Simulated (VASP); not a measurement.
# Li2Se (Fm-3m) in VASP: a series of runs

Li2Se is run at these levels: PBE, r2SCAN, HSE06; tasks: single point.

Program: VASP 6.6.1. These are calculated values, not measurements. Logs are shortened: lines on timing, memory, paths and dates and some standing lists are left out, and cuts for length are marked.

### Step 1. The cell of the first run

It takes space group Fm-3m (No. 225, cubic). The conventional cell has a = 5.837 Å, b = 5.837 Å, c = 5.837 Å, α = 90.00°, β = 90.00°, γ = 90.00°. Se (site symmetry m-3m) has 8 Li at 2.53 Å within 3.3 Å. Within 3.3 Å of Li (site symmetry -43m) lie 4 Se at 2.53 Å and 6 Li at 2.92 Å.

### Step 2. Single point, PBE (strain -2.5%)

INCAR

```
SYSTEM = Li2Se
ALGO = Normal
EDIFF = 1E-6
ENCUT = 750
GGA = PE
GGA_COMPAT = .FALSE.
ISIF = 2
ISMEAR = -1
LASPH = .TRUE.
LCHARG = .FALSE.
LREAL = .FALSE.
LWAVE = .FALSE.
NBANDS = 13
NELM = 120
PREC = Accurate
SIGMA = 0.02
```

KPOINTS

```
k-points
0
G
  8 8 8
  0 0 0
```

POSCAR

```
Li2Se
1.0
    0.0000000000      2.9186830317      2.9186830317
    2.9186830317      0.0000000000      2.9186830317
    2.9186830317      2.9186830317      0.0000000000
Se Li
1 2
Direct
    0.0000000000      0.0000000000      0.0000000000
    0.2500000000      0.2500000000      0.2500000000
    0.7500000000      0.7500000000      0.7500000000
```

Potentials or basis: VASP PAW PBE potentials, release 64 (Se, Li_sv).

Run with:

```sh
$ cat potpaw_PBE.64/Se/POTCAR potpaw_PBE.64/Li_sv/POTCAR > POTCAR
$ mpirun -np 1 vasp_std > vasp.out
```

OUTCAR:

```text
SYSTEM = Li2Se
   EDIFF = 1E-6
   ENCUT = 750
   GGA = PE
   ISIF = 2
   ISMEAR = -1
   LASPH = .TRUE.
   LREAL = .FALSE.
   NELM = 120
   PREC = Accurate

 ion  position               nearest neighbor table
   1  0.000  0.000  0.000-   3 2.53   3 2.53   3 2.53   2 2.53   2 2.53   2 2.53   3 2.53   2 2.53

   2  0.250  0.250  0.250-   1 2.53   1 2.53   1 2.53   1 2.53
   3  0.750  0.750  0.750-   1 2.53   1 2.53   1 2.53   1 2.53

  LATTYP: Found a face centered cubic cell.
 ALAT       =     5.8373660634

  Lattice vectors:

 A1 = (   0.0000000000,   2.9186830317,   2.9186830317)
 A2 = (   2.9186830317,   0.0000000000,   2.9186830317)
 A3 = (   2.9186830317,   2.9186830317,   0.0000000000)

Analysis of symmetry for initial positions (statically):
=====================================================================
 Subroutine PRICEL returns:
 Original cell was already a primitive cell.

 Routine SETGRP: Setting up the symmetry group for a
 face centered cubic supercell.

 Subroutine GETGRP returns: Found 48 space group operations
 (whereof 48 operations were pure point group operations)
 out of a pool of 48 trial point group operations.

The static configuration has the point symmetry O_h .

Analysis of symmetry for dynamics (positions and initial velocities):
=====================================================================
 Subroutine PRICEL returns:
 Original cell was already a primitive cell.

 Routine SETGRP: Setting up the symmetry group for a
 face centered cubic supercell.

 Subroutine GETGRP returns: Found 48 space group operations
 (whereof 48 operations were pure point group operations)
 out of a pool of 48 trial point group operations.

The dynamic configuration has the point symmetry O_h .

 Subroutine INISYM returns: Found 48 space group operations
 (whereof 48 operations are pure point group operations),
 and found     1 'primitive' translations

----------------------------------------------------------------------------------------

                                     Primitive cell

  volume of cell :      49.7268

  direct lattice vectors                    reciprocal lattice vectors
     0.000000000  2.918683032  2.918683032    -0.171310140  0.171310140  0.171310140
     2.918683032  0.000000000  2.918683032     0.171310140 -0.171310140  0.171310140
     2.918683032  2.918683032  0.000000000     0.171310140  0.171310140 -0.171310140

  length of vectors
     4.127641128  4.127641128  4.127641128     0.296717867  0.296717867  0.296717867

  position of ions in fractional coordinates (direct lattice)
     0.000000000  0.000000000  0.000000000
     0.250000000  0.250000000  0.250000000
     0.750000000  0.750000000  0.750000000

  ion indices of the primitive-cell ions
   primitive index   ion index
                 1           1
                 2           2
                 3           3

----------------------------------------------------------------------------------------

 KPOINTS: k-points

Automatic generation of k-mesh.
 Grid dimensions read from file:
 generate k-points for:    8    8    8

 Generating k-lattice:

  Cartesian coordinates                     Fractional coordinates (reciprocal lattice)
    -0.021413768  0.021413768  0.021413768     0.125000000  0.000000000  0.000000000
     0.021413768 -0.021413768  0.021413768     0.000000000  0.125000000  0.000000000
     0.021413768  0.021413768 -0.021413768     0.000000000  0.000000000  0.125000000

  Length of vectors
     0.037089733  0.037089733  0.037089733

  Shift w.r.t. Gamma in fractional coordinates (k-lattice)
     0.000000000  0.000000000  0.000000000

 Subroutine IBZKPT returns following result:
 ===========================================

 Found     29 irreducible k-points:

 Following reciprocal coordinates:
            Coordinates               Weight
  0.000000  0.000000  0.000000      1.000000
  0.125000  0.000000  0.000000      8.000000
  0.250000  0.000000  0.000000      8.000000
  0.375000  0.000000  0.000000      8.000000
  0.500000  0.000000  0.000000      4.000000
  0.125000  0.125000  0.000000      6.000000
[... 16 lines left out ...]
  0.500000  0.250000  0.125000     48.000000
 -0.375000  0.250000  0.125000     24.000000
 [... further k-points ...]
   k-points           NKPTS =     29   k-points in BZ     NKDIM =     29   number of bands    NBANDS=     13
   number of dos      NEDOS =    301   number of ions     NIONS =      3
   total plane-waves  NPLWV =  64000
   dimension x,y,z NGX =    40 NGY =   40 NGZ =   40
   dimension x,y,z NGXF=    80 NGYF=   80 NGZF=   80
   ions per type =               1   2
   NGX,Y,Z   is equivalent  to a cutoff of  16.11, 16.11, 16.11 a.u.
   NGXF,Y,Z  is equivalent  to a cutoff of  32.22, 32.22, 32.22 a.u.
 SYSTEM =  Li2Se
   PREC   = accura    normal or accurate (medium, high low for compatibility)
   ISTART =      0    job   : 0-new  1-cont  2-samecut
   ICHARG =      2    charge: 1-file 2-atom 10-const
   ISPIN  =      1    spin polarized calculation?
   LNONCOLLINEAR =      F non collinear calculations
   LSORBIT =      F    spin-orbit coupling
   LASPH  =      T    aspherical Exc in radial PAW
   ENCUT  =  750.0 eV  55.12 Ry    7.42 a.u.   9.22  9.22  9.22*2*pi/ulx,y,z
   NELM   =    120;   NELMIN=  2; NELMDL= -5     # of ELM steps
   EDIFF  = 0.1E-05   stopping-criterion for ELM
   LREAL  =      F    real-space projection
   EDIFFG = 0.1E-04   stopping-criterion for IOM
   NSW    =      0    number of steps for IOM
   IBRION =     -1    ionic relax: 0-MD 1-quasi-New 2-CG
   NFREE  =      0    steps in history (QN), initial steepest desc. (CG)
   ISIF   =      2    stress and relaxation
   ISYM   =      2    0-nonsym 1-usesym 2-fastsym
   POTIM  = 0.5000    time-step for ionic-motion
   TEBEG  =    0.0;   TEEND  =   0.0 temperature during run
   PSTRESS=    0.0 pullay stress
   NELECT =      12.0000    total number of electrons
   NUPDOWN=      -1.0000    fix difference up-down
   EMIN   =  10.00;   EMAX   =-10.00  energy-range for DOS
   EFERMI =   0.00;   METHOD = LEGACY
   ISMEAR =    -1;   SIGMA  =   0.02  broadening in eV -4-tet -1-fermi 0-gaus
   EFERMI_NEDOS =   21; number of points for ismear=-14 and -15
   IALGO  =     38    algorithm
   IMIX   =      4    mixing-type and parameters
     AMIX     =   0.40;   BMIX     =  1.00
     AMIX_MAG =   1.60;   BMIX_MAG =  1.00
  volume/ion in A,a.u.               =      16.58       111.86
  Fermi-wavevector in a.u.,A,eV,Ry     =   1.019229  1.926063 14.134102  1.038827
  Thomas-Fermi vector in A             =   2.152731
   LORBIT       =      0    0 simple, 1 ext, 2 COOP (PROOUT), +10 PAW based schemes
   GGA     = PE    functional components
   LHFCALC =     F    Hartree Fock is set to
   AEXX    =    0.0000 exact exchange contribution
   IVDW    =     0    specifies the selected vdW correction
   LEPSILON=     F    determine dielectric tensor
   LRPA    =     F    only Hartree local field effects (RPA)
 non-spin polarized calculation
  energy-cutoff  :      750.00
  volume of cell :       49.73
 maximum number of plane-waves:      2337
 NGX is ok and might be reduce to    40
   NGX = 19   NGY = 19   NGZ = 19

 number of electron      11.9999998 magnetization

 Free energy of the ion-electron system (eV)
  ---------------------------------------------------
  ext. energy  EPLUGINS =         0.00000000
  ---------------------------------------------------
  free energy    TOTEN  =       -11.08646699 eV

  energy without entropy =      -11.08646699  energy(sigma->0) =      -11.08646699

 E-fermi :   1.9596     XC(G=0):  -8.5795

 val. band max:        1.5013229899   @ k =   0.0000   0.0000   0.0000
 cond. band min:       4.3977749208   @ k =   0.5000   0.5000   0.0000
 fundamental gap:      2.8964519309
 Fermi energy:         1.9595964753

 k-point     1 :       0.0000    0.0000    0.0000
  band No.  band energies     occupation
      1     -43.0833      2.00000
      2     -43.0495      2.00000
      3     -10.1267      2.00000
      4       1.5013      2.00000
      5       1.5013      2.00000
      6       1.5013      2.00000
      7       5.2564      0.00000
      8       7.1561      0.00000
      9       7.1561      0.00000
     10       7.1561      0.00000
     11      12.3405      0.00000
     12      12.3405      0.00000
     13      12.7553      0.00000

 k-point     2 :       0.1250    0.0000    0.0000
  band No.  band energies     occupation
      1     -43.0819      2.00000
      2     -43.0508      2.00000
      3     -10.0699      2.00000
      4       0.7858      2.00000
      5       1.3955      2.00000
      6       1.3955      2.00000
      7       5.7452      0.00000
      8       7.4064      0.00000
      9       7.4064      0.00000
     10       7.6041      0.00000
     11      11.0950      0.00000
     12      11.0950      0.00000
     13      12.8919      0.00000

 k-point     3 :       0.2500    0.0000    0.0000
  band No.  band energies     occupation
      1     -43.0780      2.00000
      2     -43.0542      2.00000
      3      -9.9244      2.00000
      4      -0.4308      2.00000
      5       1.1709      2.00000
      6       1.1709      2.00000
      7       6.3611      0.00000
      8       7.7360      0.00000
      9       7.7360      0.00000
     10       8.6754      0.00000
     11      10.7472      0.00000
     12      10.7472      0.00000
     13      13.3681      0.00000
[... 305 lines left out ...]
 k-point    23 :       0.5000    0.2500    0.1250
  band No.  band energies     occupation
      1     -43.0709      2.00000
      2     -43.0605      2.00000
      3      -9.6832      2.00000
      4      -1.1391      2.00000
      5       0.0813      2.00000
      6       0.6130      2.00000
      7       6.8254      0.00000
      8       7.7109      0.00000
      9       8.9592      0.00000
     10       9.5673      0.00000
     11      11.2166      0.00000
     12      13.2393      0.00000
     13      15.0470      0.00000

 k-point    24 :      -0.3750    0.2500    0.1250
  band No.  band energies     occupation
      1     -43.0657      2.00000
      2     -43.0657      2.00000
      3      -9.6257      2.00000
      4      -1.3847      2.00000
      5       0.0544      2.00000
      6       0.4490      2.00000
      7       6.9888      0.00000
      8       7.5225      0.00000
      9       9.4236      0.00000
     10      10.2285      0.00000
     11      11.2532      0.00000
     12      12.6951      0.00000
     13      14.6417      0.00000

 [... further k-points ...]

------------------------ aborting loop because EDIFF is reached ----------------------------------------

  FORCE on cell =-STRESS in cart. coord.  units (eV):
  Direction    XX          YY          ZZ          XY          YZ          ZX
  --------------------------------------------------------------------------------------
  -------------------------------------------------------------------------------------
  Total        1.0365160      1.0365160      1.0365160      0.0000000      0.0000000      0.0000000
  in kB       33.3961035     33.3961035     33.3961035      0.0000000      0.0000000      0.0000000
  external PRESSURE =      33.3961035 kB  Pullay stress =       0.0000000 kB

 VOLUME and BASIS-vectors are now :
 -----------------------------------------------------------------------------
  energy-cutoff  :      750.00
  volume of cell :       49.73
      direct lattice vectors                 reciprocal lattice vectors
     0.000000000  2.918683032  2.918683032    -0.171310140  0.171310140  0.171310140
     2.918683032  0.000000000  2.918683032     0.171310140 -0.171310140  0.171310140
     2.918683032  2.918683032  0.000000000     0.171310140  0.171310140 -0.171310140

 POSITION                                       TOTAL-FORCE (eV/Angst)
 -----------------------------------------------------------------------------------
      0.00000      0.00000      0.00000         0.000000     -0.000000      0.000000
      1.45934      1.45934      1.45934        -0.000000     -0.000000     -0.000000
      4.37802      4.37802      4.37802         0.000000      0.000000      0.000000
 -----------------------------------------------------------------------------------
    total drift:                                0.000000     -0.000000      0.000000

  FREE ENERGIE OF THE ION-ELECTRON SYSTEM (eV)
  ---------------------------------------------------
  free  energy   TOTEN  =       -11.0864669929 eV

  energy  without entropy=      -11.0864669929  energy(sigma->0) =      -11.08646699
```

Wall time 16 s (1 thread of Intel Xeon 6975P-C (Granite Rapids), shared host); peak memory 0.24 GiB.

What came out:

```
Free energy            : -11.0865 eV
Pressure               : 3.3 GPa
Band gap on the k mesh : 2.90 eV (least direct gap 3.76 eV)
```

Caveat: the cell differs from its parent crystal (strain -2.5%); the cell stands under pressure.

### Step 3. Single point, r2SCAN (strain -2.5%)

POSCAR is that of step 2.

INCAR.step1

```
SYSTEM = Li2Se
PREC     = Accurate       ! precision mode
ENCUT    = 830            ! plane-wave cutoff, eV
ISMEAR   = 0              ! smearing method
SIGMA    = 0.01           ! smearing width, eV
LREAL    = .FALSE.        ! projectors in reciprocal space
LASPH    = .TRUE.         ! aspherical terms in the spheres
NELM     = 120            ! most SCF steps
NBANDS   = 13             ! bands
GGA      = PE             ! functional
ALGO     = Normal         ! electronic algorithm
EDIFF    = 1E-5           ! SCF threshold, eV
LWAVE    = .TRUE.         ! write WAVECAR
LCHARG   = .FALSE.        ! write CHGCAR
GGA_COMPAT= .FALSE.
```

INCAR.step2

```
SYSTEM = Li2Se
PREC     = Accurate       ! precision mode
ENCUT    = 830            ! plane-wave cutoff, eV
EDIFF    = 1E-6           ! SCF threshold, eV
ISMEAR   = 0              ! smearing method
SIGMA    = 0.01           ! smearing width, eV
LREAL    = .FALSE.        ! projectors in reciprocal space
LASPH    = .TRUE.         ! aspherical terms in the spheres
NELM     = 120            ! most SCF steps
ALGO     = Normal         ! electronic algorithm
ISIF     = 2              ! what is computed and relaxed
LWAVE    = .FALSE.        ! write WAVECAR
LCHARG   = .FALSE.        ! write CHGCAR
METAGGA  = R2SCAN         ! meta-GGA
LMIXTAU  = .TRUE.       
NBANDS   = 13             ! bands
ISTART   = 1            
GGA_COMPAT= .FALSE.
```

KPOINTS

```
regular mesh
0
G
  8 8 8
  0 0 0
```

Potentials or basis: VASP PAW PBE potentials, release 64 (Se, Li_sv).

Run with:

```sh
$ cat potpaw_PBE.64/Se/POTCAR potpaw_PBE.64/Li_sv/POTCAR > POTCAR
$ cp INCAR.step1 INCAR
$ mpirun -np 1 vasp_std > vasp.out
$ cp INCAR.step2 INCAR
$ mpirun -np 1 vasp_std > vasp.out
```

Wall time 75 s (1 thread of Intel Xeon 6975P-C (Granite Rapids), shared host); peak memory 0.27 GiB.

Results (log left out):

* Free energy: -23.4067 eV
* Pressure: 2.9 GPa
* Band gap on the k mesh: 3.39 eV (least direct gap 4.54 eV)

Levels at points of the mesh, in eV from the valence-band top:
```
           k point  band 3  band 4  band 5  band 6  band 7  band 8  band 9  band 10
(0.00, 0.00, 0.00)  -12.01    0.00    0.00    0.00    4.54    6.35    6.35     6.35
(0.50, 0.00, 0.00)  -11.57   -3.19   -0.59   -0.59    6.33    6.63    6.63     9.00
(0.50, 0.50, 0.00)  -11.43   -2.45   -1.62   -1.62    3.39    7.21   11.92    11.92
```

Caveat: the cell differs from its parent crystal (strain -2.5%); the PAW data sets were made with another functional, which shifts forces and pressure a little.

### Step 4. Single point, HSE06 (strain -2.5%)

POSCAR is that of step 3.

INCAR.step1

```
SYSTEM = Li2Se
PREC = Accurate
ENCUT = 650
EDIFF = 1E-5
ISMEAR = 0
SIGMA = 0.01
LREAL = .FALSE.
LASPH = .TRUE.
NELM = 120
ALGO = Normal
ISIF = 2
LWAVE = .TRUE.
LCHARG = .FALSE.
GGA = PE
NBANDS = 13
GGA_COMPAT = .FALSE.
```

INCAR.step2

```
SYSTEM = Li2Se
PREC = Accurate
ENCUT = 650
EDIFF = 1E-6
ISMEAR = 0
SIGMA = 0.01
LREAL = .FALSE.
LASPH = .TRUE.
NELM = 120
ALGO = Normal
ISIF = 2
LWAVE = .FALSE.
LCHARG = .FALSE.
GGA = PE
LHFCALC = .TRUE.
HFSCREEN = 0.2079
PRECFOCK = Normal
ISTART = 1
NBANDS = 13
GGA_COMPAT = .FALSE.
```

KPOINTS

```
Automatic mesh
0
G
  6 6 6
  0 0 0
```

Run with:

```sh
$ cat potpaw_PBE.64/Se/POTCAR potpaw_PBE.64/Li_sv/POTCAR > POTCAR
$ cp INCAR.step1 INCAR
$ mpirun -np 1 vasp_std > vasp.out
$ cp INCAR.step2 INCAR
$ mpirun -np 1 vasp_std > vasp.out
```

Wall time 17 min (1 thread of Intel Xeon 6975P-C (Granite Rapids), shared host); peak memory 0.33 GiB.

The run converged. Its results:

```yaml
Free_energy: -12.5390 eV
Pressure: 2.5 GPa
Band_gap_on_the_k_mesh: 3.76 eV (least direct gap 4.75 eV)
```

Levels at points of the mesh, in eV from the valence-band top:
| k point | band 3 | band 4 | band 5 | band 6 | band 7 | band 8 | band 9 | band 10 |
| --- | --- | --- | --- | --- | --- | --- | --- | --- |
| (0.00, 0.00, 0.00) | -12.72 | 0.00 | 0.00 | 0.00 | 4.75 | 6.71 | 6.71 | 6.71 |
| (0.50, 0.00, 0.00) | -12.22 | -3.49 | -0.64 | -0.64 | 6.53 | 7.03 | 7.03 | 9.42 |
| (0.50, 0.50, 0.00) | -12.07 | -2.73 | -1.74 | -1.74 | 3.76 | 7.43 | 12.24 | 12.24 |

Caveat: the cell differs from its parent crystal (strain -2.5%); the PAW data sets were made with another functional, which shifts forces and pressure a little. A k mesh can miss the band edges.

### Step 5. The runs side by side

| level | k mesh | cutoff (eV) | smearing | grid for exact exchange (PRECFOCK) | share of exact exchange | screening parameter | gap on the mesh (eV) | pressure (GPa) |
| --- | --- | --- | --- | --- | --- | --- | --- | --- |
| PBE | 8 × 8 × 8 | 750 | fermi-dirac 0.02 eV | - | - | - | 2.90 | 3.3 |
| r2SCAN | 8 × 8 × 8 | 830 | gaussian 0.01 eV | - | - | - | 3.39 | 2.9 |
| HSE06 | 6 × 6 × 6 | 650 | gaussian 0.01 eV | Normal | 0.25 | 0.2079 1/Å | 3.76 | 2.5 |

Alike in all rows: task single point; potentials or basis VASP PAW PBE potentials, release 64 (Se, Li_sv); no spin polarisation; cell as given.

Caveats: the PAW data sets were made with another functional, which shifts forces and pressure a little (at least some runs); the cell stands under pressure (at least some runs).

Absolute energies hang on the potentials; compare differences alone.
